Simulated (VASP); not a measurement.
# Zr (P6_3/mmc) in VASP: relaxation of cell and atoms with PBE

Aim: the relaxation of cell and atoms of Zr with PBE.

All numbers are computed with VASP 6.6.1; they aren't measurements. Logs are shortened: lines on timing, memory, paths and dates and some standing lists are left out, and cuts for length are marked.

**1. The cell of the first run**

The structure is hexagonal, space group P6_3/mmc (No. 194). Conventional cell: a = 3.232 Å, b = 3.232 Å, c = 5.147 Å, α = 90.00°, β = 90.00°, γ = 120.00°. Within 4.2 Å of Zr (site symmetry -6m2) lie 12 Zr at 3.18 to 3.23 Å.

**2. Relaxation of cell and atoms, PBE**

Input file INCAR:

```
SYSTEM = Zr
PREC = Accurate ; ENCUT = 600
EDIFF = 1E-6 ; ISMEAR = 0
SIGMA = 0.05 ; LREAL = .False.
LASPH = .True. ; NELM = 100
ALGO = Fast ; ISIF = 3
LWAVE = .False. ; LCHARG = .False.
GGA = PE ; IBRION = 2
NSW = 80 ; EDIFFG = -0.01
```

Input file KPOINTS:

```
regular mesh
0
Gamma
  16 16 10
  0 0 0
```

Input file POSCAR:

```
Zr
1.0
    3.2320000000      0.0000000000      0.0000000000
   -1.6160000000      2.7989941050      0.0000000000
    0.0000000000      0.0000000000      5.1470000000
Zr
2
Direct
    0.3333333333      0.6666666667      0.2500000000
    0.6666666667      0.3333333333      0.7500000000
```

Potentials or basis: VASP PAW PBE potentials, release 64 (Zr_sv).

On the command line:

```bash
> cat potpaw_PBE.64/Zr_sv/POTCAR > POTCAR
> mpirun -np 1 vasp_std > vasp.out
```

OUTCAR:

```text
SYSTEM = Zr
   PREC = Accurate
   ENCUT = 600
   EDIFF = 1E-6
   ISMEAR = 0
   LREAL = .False.
   LASPH = .True.
   NELM = 100
   ISIF = 3
   GGA = PE
   IBRION = 2
   NSW = 80
   EDIFFG = -0.01

 ion  position               nearest neighbor table
   1  0.333  0.667  0.250-   2 3.18   2 3.18   2 3.18   2 3.18   2 3.18   2 3.18
   2  0.667  0.333  0.750-   1 3.18   1 3.18   1 3.18   1 3.18   1 3.18   1 3.18

  LATTYP: Found a hexagonal cell.
 ALAT       =     3.2320000000
 C/A-ratio  =     1.5925123762

  Lattice vectors:

 A1 = (   3.2320000000,   0.0000000000,   0.0000000000)
 A2 = (  -1.6160000000,   2.7989941050,   0.0000000000)
 A3 = (   0.0000000000,   0.0000000000,   5.1470000000)

Analysis of symmetry for initial positions (statically):
=====================================================================
 Subroutine PRICEL returns:
 Original cell was already a primitive cell.

 Routine SETGRP: Setting up the symmetry group for a
 hexagonal supercell.

 Subroutine GETGRP returns: Found 24 space group operations
 (whereof 12 operations were pure point group operations)
 out of a pool of 24 trial point group operations.

The static configuration has the point symmetry D_3d.
 The point group associated with its full space group is D_6h.

Analysis of symmetry for dynamics (positions and initial velocities):
=====================================================================
 Subroutine PRICEL returns:
 Original cell was already a primitive cell.

 Routine SETGRP: Setting up the symmetry group for a
 hexagonal supercell.

 Subroutine GETGRP returns: Found 24 space group operations
 (whereof 12 operations were pure point group operations)
 out of a pool of 24 trial point group operations.

The dynamic configuration has the point symmetry D_3d.
 The point group associated with its full space group is D_6h.

 Subroutine INISYM returns: Found 24 space group operations
 (whereof 12 operations are pure point group operations),
 and found     1 'primitive' translations

----------------------------------------------------------------------------------------

                                     Primitive cell

  volume of cell :      46.5616

  direct lattice vectors                    reciprocal lattice vectors
     3.232000000  0.000000000  0.000000000     0.309405941  0.178635603  0.000000000
    -1.616000000  2.798994105  0.000000000     0.000000000  0.357271206  0.000000000
     0.000000000  0.000000000  5.147000000     0.000000000  0.000000000  0.194287935

  length of vectors
     3.232000000  3.232000000  5.147000000     0.357271206  0.357271206  0.194287935

  position of ions in fractional coordinates (direct lattice)
     0.333333333  0.666666667  0.250000000
     0.666666667  0.333333333  0.750000000

  ion indices of the primitive-cell ions
   primitive index   ion index
                 1           1
                 2           2

----------------------------------------------------------------------------------------

 KPOINTS: regular mesh

Automatic generation of k-mesh.
 Grid dimensions read from file:
 generate k-points for:   16   16   10

 Generating k-lattice:

  Cartesian coordinates                     Fractional coordinates (reciprocal lattice)
     0.019337871  0.011164725  0.000000000     0.062500000  0.000000000  0.000000000
     0.000000000  0.022329450  0.000000000     0.000000000  0.062500000  0.000000000
     0.000000000  0.000000000  0.019428793     0.000000000  0.000000000  0.100000000

  Length of vectors
     0.022329450  0.022329450  0.019428793

  Shift w.r.t. Gamma in fractional coordinates (k-lattice)
     0.000000000  0.000000000  0.000000000

 Subroutine IBZKPT returns following result:
 ===========================================

 Found    180 irreducible k-points:

 Following reciprocal coordinates:
            Coordinates               Weight
  0.000000  0.000000  0.000000      1.000000
  0.062500  0.000000  0.000000      6.000000
  0.125000  0.000000  0.000000      6.000000
  0.187500  0.000000  0.000000      6.000000
  0.250000  0.000000  0.000000      6.000000
  0.312500  0.000000  0.000000      6.000000
[... 16 lines left out ...]
  0.187500  0.187500  0.000000      6.000000
  0.250000  0.187500  0.000000     12.000000
 [... further k-points ...]
   k-points           NKPTS =    180   k-points in BZ     NKDIM =    180   number of bands    NBANDS=     16
   number of dos      NEDOS =    301   number of ions     NIONS =      2
   total plane-waves  NPLWV =  32928
   dimension x,y,z NGX =    28 NGY =   28 NGZ =   42
   dimension x,y,z NGXF=    56 NGYF=   56 NGZF=   84
   ions per type =               2
   NGX,Y,Z   is equivalent  to a cutoff of  14.40, 14.40, 13.57 a.u.
   NGXF,Y,Z  is equivalent  to a cutoff of  28.80, 28.80, 27.13 a.u.
 SYSTEM =  Zr
   PREC   = accura    normal or accurate (medium, high low for compatibility)
   ISTART =      0    job   : 0-new  1-cont  2-samecut
   ICHARG =      2    charge: 1-file 2-atom 10-const
   ISPIN  =      1    spin polarized calculation?
   LNONCOLLINEAR =      F non collinear calculations
   LSORBIT =      F    spin-orbit coupling
   LASPH  =      T    aspherical Exc in radial PAW
   ENCUT  =  600.0 eV  44.10 Ry    6.64 a.u.   6.46  6.46 10.28*2*pi/ulx,y,z
   NELM   =    100;   NELMIN=  2; NELMDL= -5     # of ELM steps
   EDIFF  = 0.1E-05   stopping-criterion for ELM
   LREAL  =      F    real-space projection
   EDIFFG = -.1E-01   stopping-criterion for IOM
   NSW    =     80    number of steps for IOM
   IBRION =      2    ionic relax: 0-MD 1-quasi-New 2-CG
   NFREE  =      1    steps in history (QN), initial steepest desc. (CG)
   ISIF   =      3    stress and relaxation
   ISYM   =      2    0-nonsym 1-usesym 2-fastsym
   POTIM  = 0.5000    time-step for ionic-motion
   TEBEG  =    0.0;   TEEND  =   0.0 temperature during run
   PSTRESS=    0.0 pullay stress
   NELECT =      24.0000    total number of electrons
   NUPDOWN=      -1.0000    fix difference up-down
   EMIN   =  10.00;   EMAX   =-10.00  energy-range for DOS
   EFERMI =   0.00;   METHOD = LEGACY
   ISMEAR =     0;   SIGMA  =   0.05  broadening in eV -4-tet -1-fermi 0-gaus
   EFERMI_NEDOS =   21; number of points for ismear=-14 and -15
   IALGO  =     68    algorithm
   IMIX   =      4    mixing-type and parameters
     AMIX     =   0.40;   BMIX     =  1.00
     AMIX_MAG =   1.60;   BMIX_MAG =  1.00
  volume/ion in A,a.u.               =      23.28       157.11
  Fermi-wavevector in a.u.,A,eV,Ry     =   1.312611  2.480475 23.442130  1.722948
  Thomas-Fermi vector in A             =   2.442991
   LORBIT       =      0    0 simple, 1 ext, 2 COOP (PROOUT), +10 PAW based schemes
   GGA     = PE    functional components
   LHFCALC =     F    Hartree Fock is set to
   AEXX    =    0.0000 exact exchange contribution
   IVDW    =     0    specifies the selected vdW correction
   LEPSILON=     F    determine dielectric tensor
   LRPA    =     F    only Hartree local field effects (RPA)
 conjugate gradient relaxation of ions
 non-spin polarized calculation
 RMM-DIIS sequential band-by-band and
 Gauss-broadening in eV      SIGMA  =   0.05
  energy-cutoff  :      600.00
  volume of cell :       46.56
 maximum number of plane-waves:      1578
 NGX is ok and might be reduce to    28
   NGX = 13   NGY = 13   NGZ = 21

--------------------------------------- Ionic step        1  -------------------------------------------

 number of electron      24.0000000 magnetization

 Free energy of the ion-electron system (eV)
  ---------------------------------------------------
  ext. energy  EPLUGINS =         0.00000000
  ---------------------------------------------------
  free energy    TOTEN  =       -17.04296410 eV

  energy without entropy =      -17.04066960  energy(sigma->0) =      -17.04181685

------------------------ aborting loop because EDIFF is reached ----------------------------------------

  FORCE on cell =-STRESS in cart. coord.  units (eV):
  Direction    XX          YY          ZZ          XY          YZ          ZX
  --------------------------------------------------------------------------------------
  -------------------------------------------------------------------------------------
  Total        0.0953154      0.0953154      0.2343051      0.0000000      0.0000000     -0.0000000
  in kB        3.2797910      3.2797910      8.0624077      0.0000000      0.0000000     -0.0000000
  external PRESSURE =       4.8739965 kB  Pullay stress =       0.0000000 kB
[... 93 lines left out ...]
  energy  without entropy=      -17.0412290051  energy(sigma->0) =      -17.04234103

--------------------------------------- Ionic step        4  -------------------------------------------

 number of electron      24.0000000 magnetization

 Free energy of the ion-electron system (eV)
  ---------------------------------------------------
  ext. energy  EPLUGINS =         0.00000000
  ---------------------------------------------------
  free energy    TOTEN  =       -17.04353980 eV

  energy without entropy =      -17.04132972  energy(sigma->0) =      -17.04243476

 E-fermi :   8.9435     XC(G=0): -11.0585

 val. band max:        8.9363540987   @ k =   0.0000   0.0000   0.4000
 cond. band min:       8.9445568745   @ k =   0.1250   0.0625   0.3000
 fundamental gap:      0.0082027759
 Fermi energy:         8.9434749087

 k-point     1 :       0.0000    0.0000    0.0000
  band No.  band energies     occupation
      1     -39.9144      2.00000
      2     -39.7657      2.00000
      3     -18.4261      2.00000
      4     -17.5674      2.00000
      5     -17.5674      2.00000
      6     -17.4451      2.00000
[... 8 lines left out ...]
     15      10.4832      0.00000
     16      10.4832      0.00000
[... 420 lines left out ...]
  band No.  band energies     occupation
      1     -39.8008      2.00000
      2     -39.7321      2.00000
      3     -18.0804      2.00000
      4     -18.0748      2.00000
      5     -18.0100      2.00000
      6     -17.7752      2.00000
[... 8 lines left out ...]
     15      10.0223      0.00000
     16      11.9410      0.00000

 [... further k-points ...]
[... 5 lines left out ...]
  --------------------------------------------------------------------------------------
  -------------------------------------------------------------------------------------
  Total       -0.0100292     -0.0100292      0.0024314     -0.0000000     -0.0000000      0.0000000
  in kB       -0.3432864     -0.3432864      0.0832224     -0.0000000     -0.0000000      0.0000000
  external PRESSURE =      -0.2011168 kB  Pullay stress =       0.0000000 kB
[... 17 lines left out ...]
  FREE ENERGIE OF THE ION-ELECTRON SYSTEM (eV)
  ---------------------------------------------------
  free  energy   TOTEN  =       -17.0435397952 eV

  energy  without entropy=      -17.0413297211  energy(sigma->0) =      -17.04243476

 reached required accuracy - stopping structural energy minimisation
```

Wall time 5.4 min (1 thread of Intel Xeon 8259CL, shared host); peak memory 0.29 GiB.

What came out:

```
Free energy                           : -17.0435 eV
Relaxed volume                        : 23.40 Å³/atom
Relaxed cell                          : a = 3.233 Å, b = 3.233 Å, c = 5.171 Å, α = 90.00°, β = 90.00°, γ = 120.00°
Space group after relaxing (to 0.1 Å) : P6_3/mmc (No. 194)
Energy gained by relaxing             : 0.3 meV/atom
Ionic steps                           : 4
Pressure after relaxing               : 0.0 GPa
Band gap on the k mesh                : zero (bands 12 and 13 overlap by 1.18 eV)
```

The path:
```tsv
step	energy change (eV)	largest force (eV/Å)	pressure (GPa)	volume (Å³)
1	0.0000	0.0000	0.49	46.56
2	-0.0002	0.0000	-0.50	47.04
3	-0.0005	0.0000	-0.07	46.83
4	-0.0006	0.0000	-0.02	46.81
```

Final structure:
```cif
data_structure
_symmetry_space_group_name_H-M 'P 1'
_symmetry_Int_Tables_number 1
_cell_length_a 3.2331
_cell_length_b 3.2331
_cell_length_c 5.1707
_cell_angle_alpha 90.000
_cell_angle_beta 90.000
_cell_angle_gamma 120.000
_cell_volume 46.81
loop_
_atom_site_label
_atom_site_type_symbol
_atom_site_fract_x
_atom_site_fract_y
_atom_site_fract_z
_atom_site_occupancy
Zr1 Zr 0.33333 0.66667 0.25000 1
Zr2 Zr 0.66667 0.33333 0.75000 1
```

Levels at points of the mesh, in eV from the Fermi level:
```csv
k point,band 10,band 11,band 12,band 13,band 14,band 15
"(0.00, 0.00, 0.00)",-3.03,0.86,0.86,0.97,1.11,1.54
"(0.50, 0.00, 0.00)",-2.51,-2.14,-0.22,0.55,0.75,1.42
"(0.00, 0.00, 0.50)",-3.96,0.02,0.02,0.77,0.77,0.77
"(0.50, 0.00, 0.50)",-2.86,-1.06,-1.06,1.60,1.60,2.20
```
